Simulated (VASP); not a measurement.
Wanted: the native input for a VASP 6.6.1 run.

```yaml
Task: single point
Functional: PBE
Potentials_or_basis: VASP PAW PBE potentials, release 64 (Br)
Cutoff: 520 eV
k_mesh: 11 × 11 × 11
Occupations: fermi-dirac, width 0.08 eV
Spin: no spin polarisation
Dipole_correction: no
Further_INCAR_settings: ALGO = Normal; EDIFF = 1e-06; NBANDS = 14
```

The structure of Br lies in POSCAR:

```
Br
1.0
    0.0000000000      3.3217920573      3.3217920573
    3.3217920573      0.0000000000      3.3217920573
    3.3217920573      3.3217920573      0.0000000000
Br
2
Direct
   -0.1250000000     -0.1250000000     -0.1250000000
    0.1250000000      0.1250000000      0.1250000000
```

The input as run:

INCAR

```
PREC     = Accurate       # precision mode
ENCUT    = 520            # plane-wave cutoff, eV
EDIFF    = 1E-6           # SCF threshold, eV
ISMEAR   = -1             # smearing method
SIGMA    = 0.08           # smearing width, eV
LREAL    = F              # projectors in reciprocal space
LASPH    = T              # aspherical terms in the spheres
NELM     = 80             # most SCF steps
ALGO     = Normal         # electronic algorithm
ISIF     = 2              # what is computed and relaxed
LWAVE    = F              # write WAVECAR
LCHARG   = F              # write CHGCAR
GGA      = PE             # functional
NBANDS   = 14             # bands
```

KPOINTS

```
Automatic mesh
0
Gamma
  11 11 11
```

Potentials or basis: VASP PAW PBE potentials, release 64 (Br).

Command:

```console
$ cat potpaw_PBE.64/Br/POTCAR > POTCAR
$ mpirun -np 1 vasp_std > vasp.out
```

Results of the run:

```json
{"Pressure": "3.7 GPa", "Band gap on the k mesh": "zero (bands 7 and 8 overlap by 1.62 eV)"}
```

Caveat: the cell stands under pressure.

Run time: 42 s on 1 thread of Intel Xeon 8259CL, with other jobs on the host, peak memory 0.22 GiB.
